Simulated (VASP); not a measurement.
Set up this calculation in VASP 6.6.1, as the native input.

| Quantity | Value |
| --- | --- |
| Task | single point |
| Functional | r2SCAN |
| Potentials or basis | VASP PAW PBE potentials, release 64 (Cd) |
| Cutoff | 520 eV |
| k mesh | 12 × 12 × 6 |
| Occupations | methfessel-paxton, width 0.1 eV |
| Spin | no spin polarisation |
| Dipole correction | no |
| Further INCAR settings | ALGO = Normal; EDIFF = 1e-06; NBANDS = 19 |

The system is Cd.

```
Cd
1.0
     2.95090    0.00000    0.00000
    -1.47545    2.55555    0.00000
     0.00000    0.00000    5.88385
Cd
2
Direct
  0.33333 0.66667 0.25000
  0.66667 0.33333 0.75000
```

One way to write it, as run:

POSCAR

```
Cd
1.0
    2.9509006248      0.0000000000      0.0000000000
   -1.4754503124      2.5555549051      0.0000000000
    0.0000000000      0.0000000000      5.8838547497
Cd
2
Direct
    0.3333333333      0.6666666667      0.2500000000
    0.6666666667      0.3333333333      0.7500000000
```

INCAR.step1

```
SYSTEM = Cd
  PREC = Accurate
  ENCUT = 520
  ISMEAR = 1
  SIGMA = 0.1
  LREAL = .FALSE.
  LASPH = .TRUE.
  NELM = 60
  NBANDS = 19
  GGA = PE
  ALGO = Normal
  EDIFF = 1E-4
  LWAVE = .TRUE.
  LCHARG = .FALSE.
```

INCAR.step2

```
SYSTEM = Cd
  PREC = Accurate
  ENCUT = 520
  EDIFF = 1E-6
  ISMEAR = 1
  SIGMA = 0.1
  LREAL = .FALSE.
  LASPH = .TRUE.
  NELM = 60
  ALGO = Normal
  ISIF = 2
  LWAVE = .FALSE.
  LCHARG = .FALSE.
  METAGGA = R2SCAN
  LMIXTAU = .TRUE.
  NBANDS = 19
  ISTART = 1
```

KPOINTS

```
regular mesh
0
G
  12 12 6
  0 0 0
```

Potentials or basis: VASP PAW PBE potentials, release 64 (Cd).

The run is started by

```sh
$ cat potpaw_PBE.64/Cd/POTCAR > POTCAR
$ cp INCAR.step1 INCAR
$ mpirun -np 1 vasp_std > vasp.out
$ cp INCAR.step2 INCAR
$ mpirun -np 1 vasp_std > vasp.out
```

It gave:

```
Pressure               : 0.4 GPa
Band gap on the k mesh : zero (band 12 reaches 4.06 eV, above the bottom of band 13 at -0.36 eV)
```

Caveat: the PAW data sets were made with another functional, which shifts forces and pressure a little.

Run time: 2.2 min on 1 thread of Intel(R) Xeon(R) Platinum 8488C (Sapphire Rapids) (shared host), peak memory 0.2 GiB.
